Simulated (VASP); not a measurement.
# TiO2 (P4_2/mnm) in VASP: relaxation of cell and atoms with r2SCAN

Aim: the relaxation of cell and atoms of TiO2 with r2SCAN.

Everything below comes from runs of VASP 6.6.1. Logs are shortened: lines on timing, memory, paths and dates and some standing lists are left out, and cuts for length are marked.

### Step 1. The cell of the first run

It takes space group P4_2/mnm (No. 136, tetragonal). Conventional cell: a = 4.592 Å, b = 4.592 Å, c = 2.957 Å, α = 90.00°, β = 90.00°, γ = 90.00°. Ti (site symmetry mmm) has 6 O at 1.95 to 1.98 Å within 2.6 Å. O (site symmetry m2m) has 3 Ti at 1.95 to 1.98 Å and 1 O at 2.53 Å within 2.6 Å.

### Step 2. Relaxation of cell and atoms, r2SCAN

POSCAR

```
TiO2
1.0
    4.5922000000      0.0000000000      0.0000000000
    0.0000000000      4.5922000000      0.0000000000
    0.0000000000      0.0000000000      2.9574000000
Ti O
2 4
Direct
    0.0000000000      0.0000000000      0.0000000000
    0.5000000000      0.5000000000      0.5000000000
    0.3049600000      0.3049600000      0.0000000000
    0.1950400000      0.8049600000      0.5000000000
    0.6950400000      0.6950400000      0.0000000000
    0.8049600000      0.1950400000      0.5000000000
```

INCAR.step1

```
PREC = Accurate
ENCUT = 600
ISMEAR = 0
SIGMA = 0.02
LREAL = False
LASPH = True
NELM = 60
GGA = PE
ALGO = Normal
EDIFF = 1E-4
LWAVE = True
LCHARG = False
```

INCAR.step2

```
PREC = Accurate
ENCUT = 600
EDIFF = 1E-7
ISMEAR = 0
SIGMA = 0.02
LREAL = False
LASPH = True
NELM = 60
ALGO = Normal
ISIF = 3
LWAVE = False
LCHARG = False
METAGGA = R2SCAN
LMIXTAU = True
IBRION = 2
NSW = 100
EDIFFG = -0.002
ISTART = 1
```

KPOINTS

```
Automatic mesh
0
Gamma
  6 6 10
```

Potentials or basis: VASP PAW PBE potentials, release 64 (Ti_sv, O).

Launch:

```
> cat potpaw_PBE.64/Ti_sv/POTCAR potpaw_PBE.64/O/POTCAR > POTCAR
> cp INCAR.step1 INCAR
> mpirun -np 1 vasp_std > vasp.out
> cp INCAR.step2 INCAR
> mpirun -np 1 vasp_std > vasp.out
```

OUTCAR:

```text
PREC = Accurate
   ENCUT = 600
   EDIFF = 1E-7
   ISMEAR = 0
   LREAL = False
   LASPH = True
   NELM = 60
   ISIF = 3
   METAGGA = R2SCAN
   IBRION = 2
   NSW = 100
   EDIFFG = -0.002
   ISTART = 1

 ion  position               nearest neighbor table
   1  0.000  0.000  0.000-   4 1.95   6 1.95   4 1.95   6 1.95   5 1.98   3 1.98
   2  0.500  0.500  0.500-   3 1.95   5 1.95   3 1.95   5 1.95   4 1.98   6 1.98
   3  0.305  0.305  0.000-   2 1.95   2 1.95   1 1.98
   4  0.195  0.805  0.500-   1 1.95   1 1.95   2 1.98
   5  0.695  0.695  0.000-   2 1.95   2 1.95   1 1.98
   6  0.805  0.195  0.500-   1 1.95   1 1.95   2 1.98

  LATTYP: Found a simple tetragonal cell.
 ALAT       =     4.5922000000
 C/A-ratio  =     0.6440050520

  Lattice vectors:

 A1 = (   4.5922000000,   0.0000000000,   0.0000000000)
 A2 = (   0.0000000000,   4.5922000000,   0.0000000000)
 A3 = (   0.0000000000,   0.0000000000,   2.9574000000)

Analysis of symmetry for initial positions (statically):
=====================================================================
 Subroutine PRICEL returns:
 Original cell was already a primitive cell.

 Routine SETGRP: Setting up the symmetry group for a
 simple tetragonal supercell.

 Subroutine GETGRP returns: Found 16 space group operations
 (whereof  8 operations were pure point group operations)
 out of a pool of 16 trial point group operations.

The static configuration has the point symmetry D_2h.
 The point group associated with its full space group is D_4h.

Analysis of symmetry for dynamics (positions and initial velocities):
=====================================================================
 Subroutine PRICEL returns:
 Original cell was already a primitive cell.

 Routine SETGRP: Setting up the symmetry group for a
 simple tetragonal supercell.

 Subroutine GETGRP returns: Found 16 space group operations
 (whereof  8 operations were pure point group operations)
 out of a pool of 16 trial point group operations.

The dynamic configuration has the point symmetry D_2h.
 The point group associated with its full space group is D_4h.

 Subroutine INISYM returns: Found 16 space group operations
 (whereof  8 operations are pure point group operations),
 and found     1 'primitive' translations

----------------------------------------------------------------------------------------

                                     Primitive cell

  volume of cell :      62.3665

  direct lattice vectors                    reciprocal lattice vectors
     4.592200000  0.000000000  0.000000000     0.217760550  0.000000000  0.000000000
     0.000000000  4.592200000  0.000000000     0.000000000  0.217760550  0.000000000
     0.000000000  0.000000000  2.957400000     0.000000000  0.000000000  0.338134848

  length of vectors
     4.592200000  4.592200000  2.957400000     0.217760550  0.217760550  0.338134848

  position of ions in fractional coordinates (direct lattice)
     0.000000000  0.000000000  0.000000000
     0.500000000  0.500000000  0.500000000
     0.304960000  0.304960000  0.000000000
     0.195040000  0.804960000  0.500000000
     0.695040000  0.695040000  0.000000000
     0.804960000  0.195040000  0.500000000

  ion indices of the primitive-cell ions
   primitive index   ion index
                 1           1
                 2           2
                 3           3
                 4           4
                 5           5
                 6           6

----------------------------------------------------------------------------------------

 KPOINTS: Automatic mesh

Automatic generation of k-mesh.
 Grid dimensions read from file:
 generate k-points for:    6    6   10

 Generating k-lattice:

  Cartesian coordinates                     Fractional coordinates (reciprocal lattice)
     0.036293425  0.000000000  0.000000000     0.166666667  0.000000000  0.000000000
     0.000000000  0.036293425  0.000000000     0.000000000  0.166666667  0.000000000
     0.000000000  0.000000000  0.033813485     0.000000000  0.000000000  0.100000000

  Length of vectors
     0.036293425  0.036293425  0.033813485

  Shift w.r.t. Gamma in fractional coordinates (k-lattice)
     0.000000000  0.000000000  0.000000000

 Subroutine IBZKPT returns following result:
 ===========================================

 Found     60 irreducible k-points:

 Following reciprocal coordinates:
            Coordinates               Weight
  0.000000  0.000000  0.000000      1.000000
  0.166667  0.000000  0.000000      4.000000
  0.333333  0.000000  0.000000      4.000000
  0.500000  0.000000  0.000000      2.000000
  0.166667  0.166667  0.000000      4.000000
  0.333333  0.166667  0.000000      8.000000
[... 16 lines left out ...]
  0.333333  0.000000  0.200000      8.000000
  0.500000  0.000000  0.200000      4.000000
 [... further k-points ...]
   k-points           NKPTS =     60   k-points in BZ     NKDIM =     60   number of bands    NBANDS=     28
   number of dos      NEDOS =    301   number of ions     NIONS =      6
   total plane-waves  NPLWV =  38400
   dimension x,y,z NGX =    40 NGY =   40 NGZ =   24
   dimension x,y,z NGXF=    80 NGYF=   80 NGZF=   48
   ions per type =               2   4
   NGX,Y,Z   is equivalent  to a cutoff of  14.48, 14.48, 13.49 a.u.
   NGXF,Y,Z  is equivalent  to a cutoff of  28.96, 28.96, 26.98 a.u.
 SYSTEM =  unknown system
   PREC   = accura    normal or accurate (medium, high low for compatibility)
   ISTART =      1    job   : 0-new  1-cont  2-samecut
   ICHARG =      0    charge: 1-file 2-atom 10-const
   ISPIN  =      1    spin polarized calculation?
   LNONCOLLINEAR =      F non collinear calculations
   LSORBIT =      F    spin-orbit coupling
   LASPH  =      T    aspherical Exc in radial PAW
   ENCUT  =  600.0 eV  44.10 Ry    6.64 a.u.   9.17  9.17  5.91*2*pi/ulx,y,z
   NELM   =     60;   NELMIN=  2; NELMDL=  0     # of ELM steps
   EDIFF  = 0.1E-06   stopping-criterion for ELM
   LREAL  =      F    real-space projection
   EDIFFG = -.2E-02   stopping-criterion for IOM
   NSW    =    100    number of steps for IOM
   IBRION =      2    ionic relax: 0-MD 1-quasi-New 2-CG
   NFREE  =      1    steps in history (QN), initial steepest desc. (CG)
   ISIF   =      3    stress and relaxation
   ISYM   =      2    0-nonsym 1-usesym 2-fastsym
   POTIM  = 0.5000    time-step for ionic-motion
   TEBEG  =    0.0;   TEEND  =   0.0 temperature during run
   PSTRESS=    0.0 pullay stress
   NELECT =      48.0000    total number of electrons
   NUPDOWN=      -1.0000    fix difference up-down
   EMIN   =  10.00;   EMAX   =-10.00  energy-range for DOS
   EFERMI =   0.00;   METHOD = LEGACY
   ISMEAR =     0;   SIGMA  =   0.02  broadening in eV -4-tet -1-fermi 0-gaus
   EFERMI_NEDOS =   21; number of points for ismear=-14 and -15
   IALGO  =     38    algorithm
   IMIX   =      4    mixing-type and parameters
     AMIX     =   0.40;   BMIX     =  1.00
     AMIX_MAG =   1.60;   BMIX_MAG =  1.00
  volume/ion in A,a.u.               =      10.39        70.15
  Fermi-wavevector in a.u.,A,eV,Ry     =   1.500277  2.835112 30.624403  2.250830
  Thomas-Fermi vector in A             =   2.611798
   LORBIT       =      0    0 simple, 1 ext, 2 COOP (PROOUT), +10 PAW based schemes
   METAGGA = R2SCAN    functional components
   LHFCALC =     F    Hartree Fock is set to
   AEXX    =    0.0000 exact exchange contribution
   IVDW    =     0    specifies the selected vdW correction
   LEPSILON=     F    determine dielectric tensor
   LRPA    =     F    only Hartree local field effects (RPA)
 conjugate gradient relaxation of ions
 non-spin polarized calculation
 Gauss-broadening in eV      SIGMA  =   0.02
  energy-cutoff  :      600.00
  volume of cell :       62.37
 maximum number of plane-waves:      2102
 NGX is ok and might be reduce to    40
   NGX = 19   NGY = 19   NGZ = 11

--------------------------------------- Ionic step        1  -------------------------------------------

 number of electron      47.9999989 magnetization

 Free energy of the ion-electron system (eV)
  ---------------------------------------------------
  ext. energy  EPLUGINS =         0.00000000
  ---------------------------------------------------
  free energy    TOTEN  =       -69.80560694 eV

  energy without entropy =      -69.80560694  energy(sigma->0) =      -69.80560694

------------------------ aborting loop because EDIFF is reached ----------------------------------------

  FORCE on cell =-STRESS in cart. coord.  units (eV):
  Direction    XX          YY          ZZ          XY          YZ          ZX
  --------------------------------------------------------------------------------------
  -------------------------------------------------------------------------------------
  Total        0.4667619      0.4667619      0.5099040      0.0000000      0.0000000      0.0000000
  in kB       11.9909693     11.9909693     13.0992784      0.0000000      0.0000000      0.0000000
  external PRESSURE =      12.3604057 kB  Pullay stress =       0.0000000 kB

 VOLUME and BASIS-vectors are now :
 -----------------------------------------------------------------------------
  energy-cutoff  :      600.00
  volume of cell :       62.37
      direct lattice vectors                 reciprocal lattice vectors
     4.592200000  0.000000000  0.000000000     0.217760550  0.000000000  0.000000000
     0.000000000  4.592200000  0.000000000     0.000000000  0.217760550  0.000000000
     0.000000000  0.000000000  2.957400000     0.000000000  0.000000000  0.338134848
[... 161 lines left out ...]
 POSITION                                       TOTAL-FORCE (eV/Angst)
 -----------------------------------------------------------------------------------
      0.00000      0.00000      0.00000         0.000000      0.000000      0.000000
      2.30003      2.30003      1.48036         0.000000      0.000000      0.000000
      1.40100      1.40100      0.00000        -0.001541     -0.001541     -0.000000
      0.89903      3.70103      1.48036         0.001541     -0.001541      0.000000
      3.19906      3.19906      2.96071         0.001541      0.001541      0.000000
      3.70103      0.89903      1.48036        -0.001541      0.001541      0.000000
 -----------------------------------------------------------------------------------
    total drift:                                0.000000     -0.000000     -0.000000

  FREE ENERGIE OF THE ION-ELECTRON SYSTEM (eV)
  ---------------------------------------------------
  free  energy   TOTEN  =       -69.8070802614 eV

  energy  without entropy=      -69.8070802614  energy(sigma->0) =      -69.80708026

--------------------------------------- Ionic step        6  -------------------------------------------

 number of electron      47.9999987 magnetization

 Free energy of the ion-electron system (eV)
  ---------------------------------------------------
  ext. energy  EPLUGINS =         0.00000000
  ---------------------------------------------------
  free energy    TOTEN  =       -69.80708192 eV

  energy without entropy =      -69.80708192  energy(sigma->0) =      -69.80708192

 E-fermi :   4.7829     XC(G=0): -12.1351

 val. band max:        4.5097592592   @ k =   0.0000   0.0000   0.0000
 cond. band min:       6.7237447806   @ k =   0.0000   0.0000   0.0000
 fundamental gap:      2.2139855214
 Fermi energy:         4.7829160147

 k-point     1 :       0.0000    0.0000    0.0000
  band No.  band energies     occupation
      1     -54.6552      2.00000
      2     -54.6376      2.00000
      3     -29.9177      2.00000
      4     -29.9177      2.00000
      5     -29.7425      2.00000
      6     -29.7425      2.00000
[... 20 lines left out ...]
     27       7.2738      0.00000
[... 691 lines left out ...]
      6     -29.8193      2.00000
[... 20 lines left out ...]
     27       7.9942      0.00000
     28       7.9942      0.00000

 [... further k-points ...]

------------------------ aborting loop because EDIFF is reached ----------------------------------------

  FORCE on cell =-STRESS in cart. coord.  units (eV):
  Direction    XX          YY          ZZ          XY          YZ          ZX
  --------------------------------------------------------------------------------------
  -------------------------------------------------------------------------------------
  Total        0.0023001      0.0023001     -0.0072867      0.0000000      0.0000000      0.0000000
  in kB        0.0588230      0.0588230     -0.1863547      0.0000000      0.0000000      0.0000000
  external PRESSURE =      -0.0229029 kB  Pullay stress =       0.0000000 kB

 VOLUME and BASIS-vectors are now :
 -----------------------------------------------------------------------------
  energy-cutoff  :      600.00
  volume of cell :       62.65
      direct lattice vectors                 reciprocal lattice vectors
     4.600154351  0.000000000  0.000000000     0.217384010  0.000000000  0.000000000
     0.000000000  4.600154351  0.000000000    -0.000000000  0.217384010  0.000000000
     0.000000000  0.000000000  2.960451299     0.000000000  0.000000000  0.337786337

 POSITION                                       TOTAL-FORCE (eV/Angst)
 -----------------------------------------------------------------------------------
      4.60015      0.00000      0.00000        -0.000000     -0.000000      0.000000
      2.30008      2.30008      1.48023        -0.000000     -0.000000      0.000000
      1.40093      1.40093      0.00000         0.000318      0.000318      0.000000
      0.89915      3.70101      1.48023        -0.000318      0.000318      0.000000
      3.19922      3.19922      0.00000        -0.000318     -0.000318     -0.000000
      3.70101      0.89915      1.48023         0.000318     -0.000318     -0.000000
 -----------------------------------------------------------------------------------
    total drift:                                0.000000      0.000000     -0.000000

  FREE ENERGIE OF THE ION-ELECTRON SYSTEM (eV)
  ---------------------------------------------------
  free  energy   TOTEN  =       -69.8070819211 eV

  energy  without entropy=      -69.8070819211  energy(sigma->0) =      -69.80708192

 reached required accuracy - stopping structural energy minimisation
```

Wall time 51 min (1 thread of Intel Xeon 8259CL, shared host); peak memory 0.28 GiB.

What came out:

* Free energy: -69.8071 eV
* Relaxed volume: 10.44 Å³/atom
* Relaxed cell: a = 4.600 Å, b = 4.600 Å, c = 2.960 Å, α = 90.00°, β = 90.00°, γ = 90.00°
* Space group after relaxing (to 0.1 Å): P4_2/mnm (No. 136)
* Energy gained by relaxing: 0.2 meV/atom
* Ionic steps: 6
* Pressure after relaxing: 0.0 GPa
* Band gap on the k mesh: 2.21 eV

Step by step:
| step | energy change (eV) | largest force (eV/Å) | pressure (GPa) | volume (Å³) |
| --- | --- | --- | --- | --- |
| 1 | 0.0000 | 0.0805 | 1.24 | 62.37 |
| 2 | 0.0014 | 0.0597 | -1.85 | 63.09 |
| 3 | -0.0014 | 0.0216 | -0.05 | 62.66 |
| 4 | -0.0014 | 0.0204 | -0.07 | 62.67 |
| 5 | -0.0015 | 0.0022 | -0.01 | 62.65 |
| 6 | -0.0015 | 0.0004 | 0.00 | 62.65 |

Final structure:
```cif
data_structure
_symmetry_space_group_name_H-M 'P 1'
_symmetry_Int_Tables_number 1
_cell_length_a 4.6002
_cell_length_b 4.6002
_cell_length_c 2.9605
_cell_angle_alpha 90.000
_cell_angle_beta 90.000
_cell_angle_gamma 90.000
_cell_volume 62.65
loop_
_atom_site_label
_atom_site_type_symbol
_atom_site_fract_x
_atom_site_fract_y
_atom_site_fract_z
_atom_site_occupancy
Ti1 Ti 0.00000 0.00000 0.00000 1
Ti2 Ti 0.50000 0.50000 0.50000 1
O1 O 0.30454 0.30454 0.00000 1
O2 O 0.19546 0.80454 0.50000 1
O3 O 0.69546 0.69546 0.00000 1
O4 O 0.80454 0.19546 0.50000 1
```

Caveat: the PAW data sets were made with another functional, which shifts forces and pressure a little. A k mesh can miss the band edges.
